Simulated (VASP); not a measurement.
## Al16O: single point with PBE+D3(BJ)

System: Al16O, a slab with vacuum.

```xyz
17
Lattice="5.7276 0.0000 0.0000 0.0000 5.7276 0.0000 0.0000 0.0000 17.0750" Properties=species:S:1:pos:R:3 pbc="T T T"
Al    1.4319    1.4319    1.0000
Al    4.2957    1.4319    1.0000
Al    1.4319    4.2957    1.0000
Al    4.2957    4.2957    1.0000
Al   -0.0036    0.0000    2.9533
Al    2.8686    0.0002    2.9526
Al   -0.0103    2.8636    3.0008
Al    2.8766    2.8636    3.0001
Al    1.4338    1.3847    5.0060
Al    4.2970    1.3686    4.9918
Al    1.4340    4.3419    5.0054
Al    4.2968    4.3589    4.9916
Al   -0.0046   -0.0002    7.1347
Al    2.8884   -0.0004    7.1371
Al    0.0278    2.8640    6.8501
Al    2.8386    2.8636    6.8518
O    -1.4207    5.7300    8.1730
```

| Item | Value |
| --- | --- |
| Program | VASP 6.6.1 |
| Task | single point |
| Functional | PBE |
| Dispersion | D3(BJ) |
| Potentials or basis | VASP PAW PBE potentials, release 64 (Al, O) |
| Cutoff | 520 eV |
| k mesh | 3 × 3 × 1 |
| Occupations | fermi-dirac, width 0.15 eV |
| Spin | no spin polarisation |

* Largest force: 0.145 eV/Å
* Band gap on the k mesh: 0.24 eV
* Dispersion energy per atom: -0.234 eV

Forces on the atoms (eV/Å):
```
Al   0.001  0.052 -0.043
Al   0.002  0.138  0.046
Al   0.001 -0.052 -0.043
Al   0.001 -0.138  0.046
Al   0.000  0.000 -0.001
Al  -0.001 -0.001  0.000
Al   0.001  0.000  0.001
Al  -0.001  0.000  0.001
Al   0.000  0.001  0.000
Al   0.001  0.001 -0.002
Al  -0.001  0.000 -0.001
Al   0.001  0.000 -0.001
Al   0.035  0.000 -0.018
Al  -0.038  0.000 -0.019
Al  -0.001  0.000  0.000
Al   0.000  0.001 -0.001
O   -0.001 -0.002  0.037
```

Levels at points of the mesh, in eV from the valence-band top:
```
           k point  band 24  band 25  band 26  band 27  band 28  band 29  band 30  band 31
(0.00, 0.00, 0.00)    -1.15    -1.08    -1.03    -0.75     0.24     0.28     0.40     0.72
```

Run time: 7.8 min on 1 thread of Intel Xeon 8259CL, on a shared host, peak memory 0.66 GiB.
